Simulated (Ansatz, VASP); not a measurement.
**One calculation of AlGa3N4, two programs**

INCAR

```
SYSTEM = AlGa3N4
PREC = Accurate
ENCUT = 520
EDIFF = 1E-6
ISMEAR = 0
SIGMA = 0.05
LREAL = .FALSE.
LASPH = .TRUE.
NELM = 80
ALGO = Normal
ISIF = 2
LWAVE = .FALSE.
LCHARG = .FALSE.
GGA = PS
NBANDS = 41
```

KPOINTS

```
Automatic mesh
0
G
  6 8 6
  0 0 0
```

POSCAR

```
AlGa3N4
1.0
    5.0652159314      0.0000000000      0.0001251478
    0.0000000000      3.1175100286      0.0000000000
   -0.0035319045      0.0000000000      5.6428489618
Al Ga N
1 3 4
Direct
    0.0006034227      0.5000000000      0.6673576245
    0.4991167030      0.5000000000      0.3349195796
    0.4990273845      0.0000000000      0.8315570005
    0.9998617813      0.0000000000      0.1661805284
    0.1196687538      0.5000000000      0.3400974154
    0.1176459792      0.0000000000      0.8263760592
    0.6204436392      0.0000000000      0.1662162869
    0.6312323464      0.5000000000      0.6672965055
```

Input for Ansatz:

```yaml
crystal:
  lattice:
    - [5.0652159314, 0.0, 0.0001251478]
    - [0.0, 3.1175100286, 0.0]
    - [-0.0035319045, 0.0, 5.6428489618]
  atoms:
    - { symbol: Al, position: [0.0006034227, 0.5, 0.6673576245] }
    - { symbol: Ga, position: [0.499116703, 0.5, 0.3349195796] }
    - { symbol: Ga, position: [0.4990273845, 0.0, 0.8315570005] }
    - { symbol: Ga, position: [0.9998617813, 0.0, 0.1661805284] }
    - { symbol: "N", position: [0.1196687538, 0.5, 0.3400974154] }
    - { symbol: "N", position: [0.1176459792, 0.0, 0.8263760592] }
    - { symbol: "N", position: [0.6204436392, 0.0, 0.1662162869] }
    - { symbol: "N", position: [0.6312323464, 0.5, 0.6672965055] }
basis:
  ecutwfc: 420
kpoints:
  mp_grid: { grid: [6, 8, 6] }
hamiltonian:
  xc: pbesol
scf:
  occupations: { method: gaussian, width: 0.05 }
output:
  forces: true
  stress: true
  eigenvalues: true
```

Change from the starting cell: strain -0.015 along x and y, +0.030 along z, atoms carried along.

Alike in both runs: task single point; functional PBEsol; k mesh 6 × 8 × 6; occupations gaussian, width 0.05 eV; no spin polarisation.

|  | VASP | Ansatz |
| --- | --- | --- |
| version | VASP 6.6.1 | Ansatz 0.2.0 |
| potentials or method | VASP PAW PBE potentials, release 64 (Al, Ga_d, N), cutoff 520 eV | scalar-relativistic, plane waves, PAW |
| valence electrons in the cell | 62 | 62 |

|  | VASP | Ansatz | Ansatz less VASP |
| --- | --- | --- | --- |
| gap on the k mesh at the Fermi level (eV) | 2.29 | 2.28 | -0.017 |
| least direct gap on the mesh (eV) | 2.29 | 2.28 | -0.017 |
| pressure (GPa) | 0.3 | 0.5 | +0.15 |
| traceless stress, the component that is largest in VASP (GPa) | -9.70 | -9.67 | +0.036 |
| rms of the force components (eV/Å) | 0.239 | 0.242 | +0.0025 |

VASP's potentials were made for PBE, not for PBEsol. Atom by atom the forces differ by 0.006 eV/Å (rms over components). The functional is the same, so the differences come from potentials, cutoffs and numerics.
